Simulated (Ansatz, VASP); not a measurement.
## Y: VASP beside Ansatz

```
CELL_PARAMETERS angstrom
3.65150 0.00000 0.00000
-1.82575 3.16229 0.00000
0.00000 0.00000 5.74740
ATOMIC_POSITIONS crystal
Y 0.33333 0.66667 0.25000
Y 0.66667 0.33333 0.75000
```

Alike in both runs: task single point; functional PBE; k mesh 3 × 3 × 1; no spin polarisation.

|  | VASP | Ansatz |
| --- | --- | --- |
| version | VASP 6.6.1 | Ansatz 0.2.0 |
| potentials or method | VASP PAW PBE potentials, release 64 (Y_sv), cutoff 500 eV | scalar-relativistic, plane waves, PAW |
| occupations | gaussian, width 0.1 eV | gaussian |
| valence electrons in the cell | 22 | 22 |

|  | VASP | Ansatz | Ansatz less VASP |
| --- | --- | --- | --- |
| gap on the k mesh at the Fermi level (eV) | none | none | - |
| pressure (GPa) | -3.6 | -3.5 | +0.09 |
| traceless stress, the component that is largest in VASP (GPa) | -4.24 | -4.26 | -0.019 |

A gap of «none» marks a metal or a gap that the smearing closes. Ansatz's warnings: force scf threshold loose, stress scf threshold loose.

The k mesh is coarse, so the values compare programs but aren't converged.
